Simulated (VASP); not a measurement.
# MgI2 (P-3m1) in VASP: notebook

Aim: see how the results for MgI2 move with the level of theory and the settings. Levels: PBE-based screened hybrid with 35 % exact exchange, PBE-based screened hybrid with 15 % exact exchange. Tasks: single point.

Program: VASP 6.6.1. These are calculated values, not measurements. Logs are shortened: lines on timing, memory, paths and dates and some standing lists are left out, and cuts for length are marked.

## (1) The cell of the first run

The structure is trigonal, space group P-3m1 (No. 164). The conventional cell has a = 4.157 Å, b = 4.157 Å, c = 6.876 Å, α = 90.00°, β = 90.00°, γ = 120.00°. Within 3.8 Å of Mg (site symmetry -3m) lie 6 I at 2.92 Å. I (site symmetry 3m) has 3 Mg at 2.92 Å within 3.8 Å.

## (2) Single point, PBE-based screened hybrid with 35 % exact exchange

Contents of POSCAR:

```
MgI2
1.0
    4.1566377955      0.0000000000      0.0000000000
   -2.0783188977      3.5997539252      0.0000000000
    0.0000000000      0.0000000000      6.8756120274
Mg I
1 2
Direct
    0.0000000000      0.0000000000      0.0000000000
    0.3333333333      0.6666666667      0.2425739793
    0.6666666667      0.3333333333      0.7574260207
```

Contents of INCAR.step1:

```
SYSTEM = MgI2
PREC = Accurate
ENCUT = 520
EDIFF = 1E-5
ISMEAR = 0
SIGMA = 0.01
LREAL = .FALSE.
LASPH = .TRUE.
NELM = 80
ALGO = Normal
ISIF = 2
LWAVE = .TRUE.
LCHARG = .FALSE.
NBANDS = 15
GGA = PE
```

Contents of INCAR.step2:

```
SYSTEM = MgI2
PREC = Accurate
ENCUT = 520
EDIFF = 1E-6
ISMEAR = 0
SIGMA = 0.01
LREAL = .FALSE.
LASPH = .TRUE.
NELM = 80
ALGO = Normal
ISIF = 2
LWAVE = .FALSE.
LCHARG = .FALSE.
GGA = PE
LHFCALC = .TRUE.
AEXX = 0.35
HFSCREEN = 0.1
PRECFOCK = Normal
NBANDS = 15
ISTART = 1
```

Contents of KPOINTS:

```
Automatic mesh
0
G
  6 6 2
  0 0 0
```

Potentials or basis: VASP PAW PBE potentials, release 64 (Mg, I).

Command:

```sh
cat potpaw_PBE.64/Mg/POTCAR potpaw_PBE.64/I/POTCAR > POTCAR
cp INCAR.step1 INCAR
mpirun -np 1 vasp_std > vasp.out
cp INCAR.step2 INCAR
mpirun -np 1 vasp_std > vasp.out
```

OUTCAR:

```text
SYSTEM = MgI2
   PREC = Accurate
   ENCUT = 520
   EDIFF = 1E-6
   ISMEAR = 0
   LREAL = .FALSE.
   LASPH = .TRUE.
   NELM = 80
   ISIF = 2
   GGA = PE
   LHFCALC = .TRUE.
   AEXX = 0.35
   HFSCREEN = 0.1
   PRECFOCK = Normal
   ISTART = 1

 ion  position               nearest neighbor table
   1  0.000  0.000  0.000-   2 2.92   3 2.92   2 2.92   3 2.92   3 2.92   2 2.92
   2  0.333  0.667  0.243-   1 2.92   1 2.92   1 2.92
   3  0.667  0.333  0.757-   1 2.92   1 2.92   1 2.92

  LATTYP: Found a hexagonal cell.
 ALAT       =     4.1566377955
 C/A-ratio  =     1.6541282560

  Lattice vectors:

 A1 = (   4.1566377955,   0.0000000000,   0.0000000000)
 A2 = (  -2.0783188977,   3.5997539252,   0.0000000000)
 A3 = (   0.0000000000,   0.0000000000,   6.8756120274)

Analysis of symmetry for initial positions (statically):
=====================================================================
 Subroutine PRICEL returns:
 Original cell was already a primitive cell.

 Routine SETGRP: Setting up the symmetry group for a
 hexagonal supercell.

 Subroutine GETGRP returns: Found 12 space group operations
 (whereof 12 operations were pure point group operations)
 out of a pool of 24 trial point group operations.

The static configuration has the point symmetry D_3d.

Analysis of symmetry for dynamics (positions and initial velocities):
=====================================================================
 Subroutine PRICEL returns:
 Original cell was already a primitive cell.

 Routine SETGRP: Setting up the symmetry group for a
 hexagonal supercell.

 Subroutine GETGRP returns: Found 12 space group operations
 (whereof 12 operations were pure point group operations)
 out of a pool of 24 trial point group operations.

The dynamic configuration has the point symmetry D_3d.

 Subroutine INISYM returns: Found 12 space group operations
 (whereof 12 operations are pure point group operations),
 and found     1 'primitive' translations

----------------------------------------------------------------------------------------

                                     Primitive cell

  volume of cell :     102.8789

  direct lattice vectors                    reciprocal lattice vectors
     4.156637796  0.000000000  0.000000000     0.240579057  0.138898383  0.000000000
    -2.078318898  3.599753925  0.000000000     0.000000000  0.277796766  0.000000000
     0.000000000  0.000000000  6.875612027     0.000000000  0.000000000  0.145441598

  length of vectors
     4.156637796  4.156637795  6.875612027     0.277796766  0.277796766  0.145441598

  position of ions in fractional coordinates (direct lattice)
     0.000000000  0.000000000  0.000000000
     0.333333333  0.666666667  0.242573979
     0.666666667  0.333333333  0.757426021

  ion indices of the primitive-cell ions
   primitive index   ion index
                 1           1
                 2           2
                 3           3

----------------------------------------------------------------------------------------

 KPOINTS: Automatic mesh

Automatic generation of k-mesh.
 Grid dimensions read from file:
 generate k-points for:    6    6    2

 Generating k-lattice:

  Cartesian coordinates                     Fractional coordinates (reciprocal lattice)
     0.040096509  0.023149731  0.000000000     0.166666667  0.000000000  0.000000000
     0.000000000  0.046299461  0.000000000     0.000000000  0.166666667  0.000000000
     0.000000000  0.000000000  0.072720799     0.000000000  0.000000000  0.500000000

  Length of vectors
     0.046299461  0.046299461  0.072720799

  Shift w.r.t. Gamma in fractional coordinates (k-lattice)
     0.000000000  0.000000000  0.000000000

 Subroutine IBZKPT returns following result:
 ===========================================

 Found     14 irreducible k-points:

 Following reciprocal coordinates:
            Coordinates               Weight
  0.000000  0.000000  0.000000      1.000000
  0.166667  0.000000  0.000000      6.000000
  0.333333  0.000000  0.000000      6.000000
  0.500000  0.000000  0.000000      3.000000
  0.166667  0.166667  0.000000      6.000000
  0.333333  0.166667  0.000000     12.000000
  0.333333  0.333333  0.000000      2.000000
  0.000000  0.000000  0.500000      1.000000
  0.166667  0.000000  0.500000      6.000000
  0.333333  0.000000  0.500000      6.000000
  0.500000  0.000000  0.500000      3.000000
  0.166667  0.166667  0.500000      6.000000
  0.333333  0.166667  0.500000     12.000000
  0.333333  0.333333  0.500000      2.000000
   k-points           NKPTS =     14   k-points in BZ     NKDIM =     72   number of bands    NBANDS=     15
   number of dos      NEDOS =    301   number of ions     NIONS =      3
   total plane-waves  NPLWV =  55296
   dimension x,y,z NGX =    32 NGY =   32 NGZ =   54
   dimension x,y,z NGXF=    64 NGYF=   64 NGZF=  108
   ions per type =               1   2
   NGX,Y,Z   is equivalent  to a cutoff of  12.80, 12.80, 13.06 a.u.
   NGXF,Y,Z  is equivalent  to a cutoff of  25.60, 25.60, 26.11 a.u.
 SYSTEM =  MgI2
   PREC   = accura    normal or accurate (medium, high low for compatibility)
   ISTART =      1    job   : 0-new  1-cont  2-samecut
   ICHARG =      0    charge: 1-file 2-atom 10-const
   ISPIN  =      1    spin polarized calculation?
   LNONCOLLINEAR =      F non collinear calculations
   LSORBIT =      F    spin-orbit coupling
   LASPH  =      T    aspherical Exc in radial PAW
   ENCUT  =  520.0 eV  38.22 Ry    6.18 a.u.   7.73  7.73 12.78*2*pi/ulx,y,z
   NELM   =     80;   NELMIN=  2; NELMDL=  0     # of ELM steps
   EDIFF  = 0.1E-05   stopping-criterion for ELM
   LREAL  =      F    real-space projection
   EDIFFG = 0.1E-04   stopping-criterion for IOM
   NSW    =      0    number of steps for IOM
   IBRION =     -1    ionic relax: 0-MD 1-quasi-New 2-CG
   NFREE  =      0    steps in history (QN), initial steepest desc. (CG)
   ISIF   =      2    stress and relaxation
   ISYM   =      3    0-nonsym 1-usesym 2-fastsym
   POTIM  = 0.5000    time-step for ionic-motion
   TEBEG  =    0.0;   TEEND  =   0.0 temperature during run
   PSTRESS=    0.0 pullay stress
   NELECT =      16.0000    total number of electrons
   NUPDOWN=      -1.0000    fix difference up-down
   EMIN   =  10.00;   EMAX   =-10.00  energy-range for DOS
   EFERMI =   0.00;   METHOD = LEGACY
   ISMEAR =     0;   SIGMA  =   0.01  broadening in eV -4-tet -1-fermi 0-gaus
   EFERMI_NEDOS =   21; number of points for ismear=-14 and -15
   IALGO  =     38    algorithm
   IMIX   =      1    mixing-type and parameters
     AMIX     =   0.40;   BMIX     =  1.00
     AMIX_MAG =   1.60;   BMIX_MAG =  1.00
  volume/ion in A,a.u.               =      34.29       231.42
  Fermi-wavevector in a.u.,A,eV,Ry     =   0.880385  1.663687 10.545576  0.775078
  Thomas-Fermi vector in A             =   2.000738
   LORBIT       =      0    0 simple, 1 ext, 2 COOP (PROOUT), +10 PAW based schemes
   GGA     = PE    functional components
   LHFCALC =     T    Hartree Fock is set to
   PRECFOCK=normal    Normal, Fast or Accurate (Low or Medium for compatibility)
   ENCUT4O =  -1.0   cutoff for four orbital integrals eV
   NKREDX  =     1    reduce k-point grid by
   NKREDY  =     1    reduce k-point grid by
   NKREDZ  =     1    reduce k-point grid by
   AEXX    =    0.3500 exact exchange contribution
   HFSCREEN=    0.1000 screening length (either q_TF or 0.3 A-1)
   HFSCREENC=   0.1000 screening length for correlation (either q_TF or 0.3 A-1)
   ENCUTFOCK=  -1.0 apply spherical cutoff to Coloumb kernel
   IVDW    =     0    specifies the selected vdW correction
   LEPSILON=     F    determine dielectric tensor
   LRPA    =     F    only Hartree local field effects (RPA)
 non-spin polarized calculation
 Gauss-broadening in eV      SIGMA  =   0.01
  energy-cutoff  :      520.00
  volume of cell :      102.88
 maximum number of plane-waves:      2802
 NGX is ok and might be reduce to    32
  NGX = 24; NGY = 24; NGZ = 40

 number of electron      16.0000001 magnetization

 Free energy of the ion-electron system (eV)
  ---------------------------------------------------
  ext. energy  EPLUGINS =         0.00000000
  ---------------------------------------------------
  free energy    TOTEN  =       -10.32317351 eV

  energy without entropy =      -10.32317351  energy(sigma->0) =      -10.32317351

 E-fermi :   1.1736     XC(G=0):  -6.0842

 val. band max:        1.0628659304   @ k =   0.0000   0.0000   0.0000
 cond. band min:       6.4136105189   @ k =   0.5000   0.0000   0.5000
 fundamental gap:      5.3507445885
 Fermi energy:         1.1735775562

 k-point     1 :       0.0000    0.0000    0.0000
  band No.  band energies     occupation
      1     -12.5233      2.00000
      2     -11.6886      2.00000
      3      -2.9089      2.00000
      4       0.5759      2.00000
      5       0.5759      2.00000
      6       1.0016      2.00000
      7       1.0016      2.00000
      8       1.0629      2.00000
      9       6.6079      0.00000
     10       7.6494      0.00000
     11       9.7761      0.00000
     12       9.7761      0.00000
     13      10.5383      0.00000
     14      11.2497      0.00000
     15      11.2497      0.00000

 k-point     2 :       0.1667    0.0000    0.0000
  band No.  band energies     occupation
      1     -12.3588      2.00000
      2     -11.6046      2.00000
      3      -2.6828      2.00000
      4      -0.5124      2.00000
      5       0.0838      2.00000
      6       0.2279      2.00000
      7       0.9394      2.00000
      8       0.9536      2.00000
      9       7.5364      0.00000
     10       8.3323      0.00000
     11       9.2093      0.00000
     12      10.1875      0.00000
     13      10.2489      0.00000
     14      11.0877      0.00000
     15      11.6683      0.00000

 k-point     3 :       0.3333    0.0000    0.0000
  band No.  band energies     occupation
      1     -11.9642      2.00000
      2     -11.4573      2.00000
      3      -2.4638      2.00000
      4      -1.8489      2.00000
      5      -1.1056      2.00000
      6      -0.2719      2.00000
      7       0.5391      2.00000
      8       0.7010      2.00000
      9       6.9565      0.00000
     10       8.4112      0.00000
     11       8.8501      0.00000
     12      10.1921      0.00000
     13      10.7477      0.00000
     14      11.8382      0.00000
     15      12.2274      0.00000

 k-point     4 :       0.5000    0.0000    0.0000
  band No.  band energies     occupation
      1     -11.6865      2.00000
      2     -11.4370      2.00000
      3      -2.9603      2.00000
      4      -2.1006      2.00000
      5      -1.0233      2.00000
      6      -0.4770      2.00000
      7       0.0771      2.00000
      8       0.5718      2.00000
      9       6.4930      0.00000
     10       8.2503      0.00000
     11       8.3863      0.00000
     12      10.0241      0.00000
     13      11.1742      0.00000
     14      12.5211      0.00000
     15      12.9626      0.00000
[... 127 lines left out ...]
 k-point    12 :       0.1667    0.1667    0.5000
  band No.  band energies     occupation
      1     -11.9407      2.00000
      2     -11.6483      2.00000
      3      -2.2431      2.00000
      4      -1.5644      2.00000
      5      -0.6063      2.00000
      6      -0.0840      2.00000
      7       0.2416      2.00000
      8       0.3684      2.00000
      9       7.6013      0.00000
     10       8.8423      0.00000
     11       9.6725      0.00000
     12      10.0408      0.00000
     13      10.3785      0.00000
     14      10.6181      0.00000
     15      11.8140      0.00000

 k-point    13 :       0.3333    0.1667    0.5000
  band No.  band energies     occupation
      1     -11.6313      2.00000
      2     -11.4953      2.00000
      3      -2.7708      2.00000
      4      -2.2616      2.00000
      5      -1.0880      2.00000
      6      -0.6496      2.00000
      7       0.2834      2.00000
      8       0.4226      2.00000
      9       7.2321      0.00000
     10       8.5055      0.00000
     11       9.2294      0.00000
     12       9.9340      0.00000
     13      10.2018      0.00000
     14      11.3573      0.00000
     15      12.3950      0.00000

 k-point    14 :       0.3333    0.3333    0.5000
  band No.  band energies     occupation
      1     -11.4826      2.00000
      2     -11.4826      2.00000
      3      -2.4550      2.00000
      4      -2.0398      2.00000
      5      -2.0398      2.00000
      6      -1.4040      2.00000
      7       0.4548      2.00000
      8       0.4548      2.00000
      9       7.8349      0.00000
     10       8.7258      0.00000
     11       8.7258      0.00000
     12      10.3590      0.00000
     13      11.4905      0.00000
     14      11.7291      0.00000
     15      11.9441      0.00000

------------------------ aborting loop because EDIFF is reached ----------------------------------------

  FORCE on cell =-STRESS in cart. coord.  units (eV):
  Direction    XX          YY          ZZ          XY          YZ          ZX
  --------------------------------------------------------------------------------------
  -------------------------------------------------------------------------------------
  Total       -0.1020518     -0.1020518     -0.0185515     -0.0000000      0.0000000      0.0000000
  in kB       -1.5892963     -1.5892963     -0.2889108     -0.0000000      0.0000000      0.0000000
  external PRESSURE =      -1.1558345 kB  Pullay stress =       0.0000000 kB

 VOLUME and BASIS-vectors are now :
 -----------------------------------------------------------------------------
  energy-cutoff  :      520.00
  volume of cell :      102.88
      direct lattice vectors                 reciprocal lattice vectors
     4.156637796  0.000000000  0.000000000     0.240579057  0.138898383  0.000000000
    -2.078318898  3.599753925  0.000000000     0.000000000  0.277796766  0.000000000
     0.000000000  0.000000000  6.875612027     0.000000000  0.000000000  0.145441598

 POSITION                                       TOTAL-FORCE (eV/Angst)
 -----------------------------------------------------------------------------------
      0.00000      0.00000      0.00000        -0.000000      0.000000      0.000000
     -0.00000      2.39984      1.66784        -0.000000     -0.000000     -0.185388
      2.07832      1.19992      5.20777         0.000000      0.000000      0.185388
 -----------------------------------------------------------------------------------
    total drift:                               -0.000000      0.000000     -0.000053

  FREE ENERGIE OF THE ION-ELECTRON SYSTEM (eV)
  ---------------------------------------------------
  free  energy   TOTEN  =       -10.3231735067 eV

  energy  without entropy=      -10.3231735067  energy(sigma->0) =      -10.32317351
```

Wall time 17 min (1 thread of Intel Xeon Platinum 8375C at 2.90GHz (Ice Lake), shared host); peak memory 0.35 GiB.

Results:

- Free energy: -10.3232 eV
- Pressure: -0.1 GPa
- Largest force: 0.185 eV/Å
- Band gap on the k mesh: 5.35 eV (least direct gap 5.54 eV)

Forces in eV/Å, atoms in the order of the input:
```
Mg   0.000  0.000  0.000
I    0.000  0.000 -0.185
I    0.000  0.000  0.185
```

Caveat: the k points lie up to 0.46 Å⁻¹ apart; the PAW data sets were made with another functional, which shifts forces and pressure a little; spin-orbit coupling is left out, which moves the levels of the heavy elements. A k mesh can miss the band edges.

[end of part 1 of 2]
